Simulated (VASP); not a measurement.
Write the native input for VASP 6.6.1 that does the following.

| Quantity | Value |
| --- | --- |
| Task | single point |
| Functional | PBE |
| Potentials or basis | VASP PAW PBE potentials, release 64 (W_sv, C) |
| Cutoff | 600 eV |
| k mesh | 15 × 15 × 14 |
| Occupations | methfessel-paxton, width 0.1 eV |
| Spin | no spin polarisation |
| Dipole correction | no |
| Further INCAR settings | ALGO = Normal; EDIFF = 1e-06; NBANDS = 16 |

The structure of WC lies in POSCAR:

```
WC
1.0
    2.9220740563      0.0000000000      0.0000000000
   -1.4610370282      2.5305903645      0.0000000000
    0.0000000000      0.0000000000      2.8463241577
W C
1 1
Direct
    0.0000000000      0.0000000000      0.0000000000
    0.6666666667      0.3333333333      0.5000000000
```

These files were run (other wordings do the same):

INCAR

```
ALGO     = Normal         # electronic algorithm
EDIFF    = 1E-6           # SCF threshold, eV
ENCUT    = 600            # plane-wave cutoff, eV
GGA      = PE             # functional
GGA_COMPAT= F            
ISIF     = 2              # what is computed and relaxed
ISMEAR   = 1              # smearing method
LASPH    = T              # aspherical terms in the spheres
LCHARG   = F              # write CHGCAR
LREAL    = F              # projectors in reciprocal space
LWAVE    = F              # write WAVECAR
NBANDS   = 16             # bands
NELM     = 120            # most SCF steps
PREC     = Accurate       # precision mode
SIGMA    = 0.1            # smearing width, eV
```

KPOINTS

```
k-points
0
Gamma
  15 15 14
```

Potentials or basis: VASP PAW PBE potentials, release 64 (W_sv, C).

Command:

```bash
$ cat potpaw_PBE.64/W_sv/POTCAR potpaw_PBE.64/C/POTCAR > POTCAR
$ mpirun -np 1 vasp_std > vasp.out
```

Results of the run:

| Quantity | Value |
| --- | --- |
| Pressure | 0.9 GPa |
| Band gap on the k mesh | zero (bands 9 and 10 overlap by 1.20 eV) |

Caveat: spin-orbit coupling is left out, which moves the levels of the heavy elements.

Wall time 69 s on 1 thread of AMD EPYC 7R43 64-Core Processor (Zen 3), with other jobs on the host, peak memory 0.17 GiB.
